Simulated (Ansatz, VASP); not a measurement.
# Si in VASP and in Ansatz

The input INCAR:

```
SYSTEM = Si
ALGO = Normal
EDIFF = 1E-6
ENCUT = 520
GGA = PE
ISIF = 2
ISMEAR = 0
LASPH = .TRUE.
LCHARG = .TRUE.
LELF = .TRUE.
LREAL = .FALSE.
LVHAR = .TRUE.
LWAVE = .FALSE.
NBANDS = 11
NELM = 80
PREC = Accurate
SIGMA = 0.05
```

KPOINTS

```
k-points
0
G
  10 10 10
  0 0 0
```

POSCAR

```
Si
1.0
    0.0000000000      2.5319236178      3.0372955719
    2.5319236178      0.0000000000      3.0372955719
    2.5319236178      2.5319236178      0.0000000000
Si
2
Direct
    0.5000000000      0.5000000000      0.5000000000
    0.7500000000      0.7500000000      0.7500000000
```

Input for Ansatz:

```yaml
crystal:
  lattice:
    - [0.0, 2.5319236178, 3.0372955719]
    - [2.5319236178, 0.0, 3.0372955719]
    - [2.5319236178, 2.5319236178, 0.0]
  atoms:
    - { symbol: Si, position: [0.5, 0.5, 0.5] }
    - { symbol: Si, position: [0.75, 0.75, 0.75] }
basis:
  ecutwfc: 420
kpoints:
  mp_grid: { grid: [10, 10, 10] }
hamiltonian:
  xc: pbe
  pseudopotentials: { kind: paw, azcp: { folder: soft_1 } }
scf:
  occupations: { method: gaussian, width: 0.05 }
output:
  forces: true
  stress: true
  eigenvalues: true
```

Alike in both runs: task single point; functional PBE; k mesh 10 × 10 × 10; occupations gaussian, width 0.05 eV; no spin polarisation.

|  | VASP | Ansatz |
| --- | --- | --- |
| version | VASP 6.6.1 | Ansatz 0.2.0 |
| potentials or method | VASP PAW PBE potentials, release 64 (Si), cutoff 520 eV | scalar-relativistic, plane waves, PAW |
| valence electrons in the cell | 8 | 8 |

|  | VASP | Ansatz | Ansatz less VASP |
| --- | --- | --- | --- |
| gap on the k mesh at the Fermi level (eV) | none | none | - |
| pressure (GPa) | 3.4 | 3.5 | +0.07 |
| traceless stress, the component that is largest in VASP (GPa) | -14.34 | -14.31 | +0.035 |

A gap of «none» marks a metal or a gap that the smearing closes.
